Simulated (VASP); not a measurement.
# Bi (Pm-3m) in VASP: notebook

Runs on Bi. Level: PBE. Tasks: single point.

All numbers are computed with VASP 6.6.1; they aren't measurements. Logs are shortened: lines on timing, memory, paths and dates and some standing lists are left out, and cuts for length are marked.

## Step 1: The cell of the first run

Symmetry: Pm-3m, No. 221, cubic system. The conventional cell has a = 3.320 Å, b = 3.320 Å, c = 3.320 Å, α = 90.00°, β = 90.00°, γ = 90.00°. Within 4.4 Å of Bi (site symmetry m-3m) lie 6 Bi at 3.32 Å.

This isn't the form of Bi at room conditions, which is rhombohedral.

## Step 2: Single point, PBE

The input, INCAR:

```
PREC = Accurate
ENCUT = 520
EDIFF = 1E-7
ISMEAR = -1
SIGMA = 0.06122561905347299
LREAL = F
LASPH = T
NELM = 80
ALGO = Normal
ISIF = 2
LWAVE = F
LCHARG = F
GGA = PE
NBANDS = 14
```

The input, KPOINTS:

```
Automatic mesh
0
Gamma
  17 17 17
```

The input, POSCAR:

```
Bi
1.0
    3.3198851269      0.0000000000      0.0000000000
    0.0000000000      3.3198851269      0.0000000000
    0.0000000000      0.0000000000      3.3198851269
Bi
1
Direct
    0.0000000000      0.0000000000      0.0000000000
```

Potentials or basis: VASP PAW PBE potentials, release 64 (Bi_d).

Started as:

```bash
cat potpaw_PBE.64/Bi_d/POTCAR > POTCAR
mpirun -np 1 vasp_std > vasp.out
```

OUTCAR:

```text
PREC = Accurate
   ENCUT = 520
   EDIFF = 1E-7
   ISMEAR = -1
   LREAL = F
   LASPH = T
   NELM = 80
   ISIF = 2
   GGA = PE

 ion  position               nearest neighbor table
   1  0.000  0.000  0.000-

  LATTYP: Found a simple cubic cell.
 ALAT       =     3.3198851269

  Lattice vectors:

 A1 = (   3.3198851269,   0.0000000000,   0.0000000000)
 A2 = (   0.0000000000,   3.3198851269,   0.0000000000)
 A3 = (   0.0000000000,   0.0000000000,   3.3198851269)

Analysis of symmetry for initial positions (statically):
=====================================================================
 Subroutine PRICEL returns:
 Original cell was already a primitive cell.

 Routine SETGRP: Setting up the symmetry group for a
 simple cubic supercell.

 Subroutine GETGRP returns: Found 48 space group operations
 (whereof 48 operations were pure point group operations)
 out of a pool of 48 trial point group operations.

The static configuration has the point symmetry O_h .

Analysis of symmetry for dynamics (positions and initial velocities):
=====================================================================
 Subroutine PRICEL returns:
 Original cell was already a primitive cell.

 Routine SETGRP: Setting up the symmetry group for a
 simple cubic supercell.

 Subroutine GETGRP returns: Found 48 space group operations
 (whereof 48 operations were pure point group operations)
 out of a pool of 48 trial point group operations.

The dynamic configuration has the point symmetry O_h .

 Subroutine INISYM returns: Found 48 space group operations
 (whereof 48 operations are pure point group operations),
 and found     1 'primitive' translations

----------------------------------------------------------------------------------------

                                     Primitive cell

  volume of cell :      36.5906

  direct lattice vectors                    reciprocal lattice vectors
     3.319885127  0.000000000  0.000000000     0.301215241  0.000000000  0.000000000
     0.000000000  3.319885127  0.000000000     0.000000000  0.301215241  0.000000000
     0.000000000  0.000000000  3.319885127     0.000000000  0.000000000  0.301215241

  length of vectors
     3.319885127  3.319885127  3.319885127     0.301215241  0.301215241  0.301215241

  position of ions in fractional coordinates (direct lattice)
     0.000000000  0.000000000  0.000000000

  ion indices of the primitive-cell ions
   primitive index   ion index
                 1           1

----------------------------------------------------------------------------------------

 KPOINTS: Automatic mesh

Automatic generation of k-mesh.
 Grid dimensions read from file:
 generate k-points for:   17   17   17

 Generating k-lattice:

  Cartesian coordinates                     Fractional coordinates (reciprocal lattice)
     0.017718544  0.000000000  0.000000000     0.058823529  0.000000000  0.000000000
     0.000000000  0.017718544  0.000000000     0.000000000  0.058823529  0.000000000
     0.000000000  0.000000000  0.017718544     0.000000000  0.000000000  0.058823529

  Length of vectors
     0.017718544  0.017718544  0.017718544

  Shift w.r.t. Gamma in fractional coordinates (k-lattice)
     0.000000000  0.000000000  0.000000000

 Subroutine IBZKPT returns following result:
 ===========================================

 Found    165 irreducible k-points:

 Following reciprocal coordinates:
            Coordinates               Weight
  0.000000  0.000000  0.000000      1.000000
  0.058824  0.000000  0.000000      6.000000
  0.117647  0.000000  0.000000      6.000000
  0.176471  0.000000  0.000000      6.000000
  0.235294  0.000000  0.000000      6.000000
  0.294118  0.000000  0.000000      6.000000
[... 16 lines left out ...]
  0.411765  0.117647  0.000000     24.000000
  0.470588  0.117647  0.000000     24.000000
 [... further k-points ...]
   k-points           NKPTS =    165   k-points in BZ     NKDIM =    165   number of bands    NBANDS=     14
   number of dos      NEDOS =    301   number of ions     NIONS =      1
   total plane-waves  NPLWV =  21952
   dimension x,y,z NGX =    28 NGY =   28 NGZ =   28
   dimension x,y,z NGXF=    56 NGYF=   56 NGZF=   56
   ions per type =               1
   NGX,Y,Z   is equivalent  to a cutoff of  14.02, 14.02, 14.02 a.u.
   NGXF,Y,Z  is equivalent  to a cutoff of  28.04, 28.04, 28.04 a.u.
 SYSTEM =  unknown system
   PREC   = accura    normal or accurate (medium, high low for compatibility)
   ISTART =      0    job   : 0-new  1-cont  2-samecut
   ICHARG =      2    charge: 1-file 2-atom 10-const
   ISPIN  =      1    spin polarized calculation?
   LNONCOLLINEAR =      F non collinear calculations
   LSORBIT =      F    spin-orbit coupling
   LASPH  =      T    aspherical Exc in radial PAW
   ENCUT  =  520.0 eV  38.22 Ry    6.18 a.u.   6.17  6.17  6.17*2*pi/ulx,y,z
   NELM   =     80;   NELMIN=  2; NELMDL= -5     # of ELM steps
   EDIFF  = 0.1E-06   stopping-criterion for ELM
   LREAL  =      F    real-space projection
   EDIFFG = 0.1E-05   stopping-criterion for IOM
   NSW    =      0    number of steps for IOM
   IBRION =     -1    ionic relax: 0-MD 1-quasi-New 2-CG
   NFREE  =      0    steps in history (QN), initial steepest desc. (CG)
   ISIF   =      2    stress and relaxation
   ISYM   =      2    0-nonsym 1-usesym 2-fastsym
   POTIM  = 0.5000    time-step for ionic-motion
   TEBEG  =    0.0;   TEEND  =   0.0 temperature during run
   PSTRESS=    0.0 pullay stress
   NELECT =      15.0000    total number of electrons
   NUPDOWN=      -1.0000    fix difference up-down
   EMIN   =  10.00;   EMAX   =-10.00  energy-range for DOS
   EFERMI =   0.00;   METHOD = LEGACY
   ISMEAR =    -1;   SIGMA  =   0.06  broadening in eV -4-tet -1-fermi 0-gaus
   EFERMI_NEDOS =   21; number of points for ismear=-14 and -15
   IALGO  =     38    algorithm
   IMIX   =      4    mixing-type and parameters
     AMIX     =   0.40;   BMIX     =  1.00
     AMIX_MAG =   1.60;   BMIX_MAG =  1.00
  volume/ion in A,a.u.               =      36.59       246.93
  Fermi-wavevector in a.u.,A,eV,Ry     =   1.216136  2.298164 20.122841  1.478987
  Thomas-Fermi vector in A             =   2.351500
   LORBIT       =      0    0 simple, 1 ext, 2 COOP (PROOUT), +10 PAW based schemes
   GGA     = PE    functional components
   LHFCALC =     F    Hartree Fock is set to
   AEXX    =    0.0000 exact exchange contribution
   IVDW    =     0    specifies the selected vdW correction
   LEPSILON=     F    determine dielectric tensor
   LRPA    =     F    only Hartree local field effects (RPA)
 non-spin polarized calculation
  energy-cutoff  :      520.00
  volume of cell :       36.59
 maximum number of plane-waves:      1021
 NGX is ok and might be reduce to    28
   NGX = 13   NGY = 13   NGZ = 13

 number of electron      15.0000004 magnetization

 Free energy of the ion-electron system (eV)
  ---------------------------------------------------
  ext. energy  EPLUGINS =         0.00000000
  ---------------------------------------------------
  free energy    TOTEN  =        -3.83913349 eV

  energy without entropy =       -3.83119825  energy(sigma->0) =       -3.83516587

 E-fermi :   5.8683     XC(G=0):  -9.3940

 val. band max:        5.8524397527   @ k =   0.3529   0.2353   0.0588
 cond. band min:       5.8901796076   @ k =   0.4118   0.2941   0.2941
 fundamental gap:      0.0377398548
 Fermi energy:         5.8682627472

 k-point     1 :       0.0000    0.0000    0.0000
  band No.  band energies     occupation
      1     -16.9941      2.00000
      2     -16.9941      2.00000
      3     -16.7332      2.00000
      4     -16.7332      2.00000
      5     -16.7332      2.00000
      6      -6.8444      2.00000
      7       8.8658      0.00000
      8       8.8658      0.00000
      9       8.8658      0.00000
     10      11.8700      0.00000
     11      13.5249      0.00000
     12      13.5249      0.00000
     13      22.5522      0.00000
     14      22.5522      0.00000

 k-point     2 :       0.0588    0.0000    0.0000
  band No.  band energies     occupation
      1     -16.9936      2.00000
      2     -16.9865      2.00000
      3     -16.7354      2.00000
      4     -16.7354      2.00000
      5     -16.7329      2.00000
      6      -6.8049      2.00000
      7       8.2615      0.00000
      8       8.9100      0.00000
      9       8.9100      0.00000
     10      12.1412      0.00000
     11      13.5588      0.00000
     12      13.9774      0.00000
     13      22.2008      0.00000
     14      22.4411      0.00000

 k-point     3 :       0.1176    0.0000    0.0000
  band No.  band energies     occupation
      1     -16.9926      2.00000
      2     -16.9649      2.00000
      3     -16.7419      2.00000
      4     -16.7419      2.00000
      5     -16.7324      2.00000
      6      -6.6877      2.00000
      7       7.0572      0.00000
      8       9.0398      0.00000
      9       9.0398      0.00000
     10      12.4620      0.00000
     11      13.6606      0.00000
     12      15.2196      0.00000
     13      21.4030      0.00000
     14      21.9664      0.00000
[... 324 lines left out ...]
 k-point    23 :       0.4118    0.1176    0.0000
  band No.  band energies     occupation
      1     -16.9633      2.00000
      2     -16.8062      2.00000
      3     -16.7943      2.00000
      4     -16.7766      2.00000
      5     -16.7367      2.00000
      6      -5.2032      2.00000
      7       1.8913      2.00000
      8       8.6692      0.00000
      9      10.5634      0.00000
     10      14.1000      0.00000
     11      15.0377      0.00000
     12      16.9871      0.00000
     13      17.3241      0.00000
     14      18.1756      0.00000

 k-point    24 :       0.4706    0.1176    0.0000
  band No.  band energies     occupation
      1     -16.9625      2.00000
      2     -16.8108      2.00000
      3     -16.7987      2.00000
      4     -16.7617      2.00000
      5     -16.7364      2.00000
      6      -5.0382      2.00000
      7       1.5080      2.00000
      8       8.8477      0.00000
      9      10.7132      0.00000
     10      13.8470      0.00000
     11      15.5259      0.00000
     12      16.2796      0.00000
     13      17.5614      0.00000
     14      17.8753      0.00000

 [... further k-points ...]
[... 5 lines left out ...]
  --------------------------------------------------------------------------------------
  -------------------------------------------------------------------------------------
  Total       -0.3951229     -0.3951229     -0.3951229      0.0000000      0.0000000      0.0000000
  in kB      -17.3010954    -17.3010954    -17.3010954      0.0000000      0.0000000      0.0000000
  external PRESSURE =     -17.3010954 kB  Pullay stress =       0.0000000 kB

 VOLUME and BASIS-vectors are now :
 -----------------------------------------------------------------------------
  energy-cutoff  :      520.00
  volume of cell :       36.59
      direct lattice vectors                 reciprocal lattice vectors
     3.319885127  0.000000000  0.000000000     0.301215241  0.000000000  0.000000000
     0.000000000  3.319885127  0.000000000     0.000000000  0.301215241  0.000000000
     0.000000000  0.000000000  3.319885127     0.000000000  0.000000000  0.301215241

 POSITION                                       TOTAL-FORCE (eV/Angst)
 -----------------------------------------------------------------------------------
      0.00000      0.00000      0.00000         0.000000      0.000000      0.000000
 -----------------------------------------------------------------------------------
    total drift:                               -0.000000     -0.000000     -0.000000

  FREE ENERGIE OF THE ION-ELECTRON SYSTEM (eV)
  ---------------------------------------------------
  free  energy   TOTEN  =        -3.8391334917 eV

  energy  without entropy=       -3.8311982517  energy(sigma->0) =       -3.83516587
```

Run time: 89 s. Hardware: 1 thread of Intel Xeon 8259CL, shared host; peak memory 0.21 GiB.

Results:

- Free energy: -3.8391 eV
- Pressure: -1.7 GPa
- Band gap on the k mesh: zero (an odd number of electrons rules out a gap without spin polarisation)

Caveat: spin-orbit coupling is left out, which moves the levels of the heavy elements.

## Step 3: Single point, PBE

The input, INCAR:

```
SYSTEM = Bi
PREC = Accurate ; ENCUT = 520
EDIFF = 1E-7 ; ISMEAR = -1
SIGMA = 0.06122561905347299 ; LREAL = .FALSE.
LASPH = .TRUE. ; NELM = 80
ALGO = Normal ; ISIF = 2
LWAVE = .FALSE. ; LCHARG = .FALSE.
GGA = PE ; NBANDS = 14
```

The input, KPOINTS:

```
regular mesh
0
G
  17 17 17
  0 0 0
```

POSCAR is that of step 2.

Potentials or basis: VASP PAW PBE potentials, release 64 (Bi_d).

Started as:

```bash
cat potpaw_PBE.64/Bi_d/POTCAR > POTCAR
mpirun -np 1 vasp_std > vasp.out
```

Wall time 99 s (1 thread of Intel Xeon 8259CL, shared host); peak memory 0.21 GiB.

The run converged. Its results:

| Property | Result |
| --- | --- |
| Free energy | -3.8391 eV |
| Pressure | -1.7 GPa |
| Band gap on the k mesh | zero (an odd number of electrons rules out a gap without spin polarisation) |

Levels at points of the mesh, in eV from the Fermi level:
| k point | band 3 | band 4 | band 5 | band 6 | band 7 | band 8 | band 9 | band 10 | band 11 | band 12 |
| --- | --- | --- | --- | --- | --- | --- | --- | --- | --- | --- |
| (0.00, 0.00, 0.00) | -22.60 | -22.60 | -22.60 | -12.71 | 3.00 | 3.00 | 3.00 | 6.00 | 7.66 | 7.66 |

Caveat: spin-orbit coupling is left out, which moves the levels of the heavy elements.

## Step 4: Single point, PBE

This run uses another cell than the first one, of 37.29 Å³/atom.

The input, INCAR:

```
SYSTEM = Bi
PREC     = Accurate       ! precision mode
ENCUT    = 520            ! plane-wave cutoff, eV
EDIFF    = 1E-7           ! SCF threshold, eV
ISMEAR   = -1             ! smearing method
SIGMA    = 0.06122561905347299 ! smearing width, eV
LREAL    = .False.        ! projectors in reciprocal space
LASPH    = .True.         ! aspherical terms in the spheres
NELM     = 60             ! most SCF steps
ALGO     = Normal         ! electronic algorithm
ISIF     = 2              ! what is computed and relaxed
LWAVE    = .False.        ! write WAVECAR
LCHARG   = .True.         ! write CHGCAR
GGA      = PE             ! functional
LELF     = .True.         ! ELF
LVHAR    = .True.       
NBANDS   = 14             ! bands
```

The input, KPOINTS:

```
Automatic mesh
0
Gamma
  17 17 17
  0 0 0
```

The input, POSCAR:

```
Bi
1.0
    3.3410314622      0.0000000000      0.0000000000
    0.0000000000      3.3410314622      0.0000000000
    0.0000000000      0.0000000000      3.3410314622
Bi
1
Direct
    0.0000000000      0.0000000000      0.0000000000
```

Started as:

```bash
cat potpaw_PBE.64/Bi_d/POTCAR > POTCAR
mpirun -np 1 vasp_std > vasp.out
```

Wall time 1.8 min (1 thread of Intel Xeon 8259CL, shared host); peak memory 0.21 GiB.

Results (log left out):

```yaml
Free_energy: -3.8303 eV
Pressure: -2.4 GPa
Band_gap_on_the_k_mesh: zero (an odd number of electrons rules out a gap without spin polarisation)
```

Levels at points of the mesh, in eV from the Fermi level:
| k point | band 3 | band 4 | band 5 | band 6 | band 7 | band 8 | band 9 | band 10 | band 11 | band 12 |
| --- | --- | --- | --- | --- | --- | --- | --- | --- | --- | --- |
| (0.00, 0.00, 0.00) | -22.59 | -22.59 | -22.59 | -12.60 | 2.95 | 2.95 | 2.95 | 5.91 | 7.61 | 7.61 |

Caveat: spin-orbit coupling is left out, which moves the levels of the heavy elements.
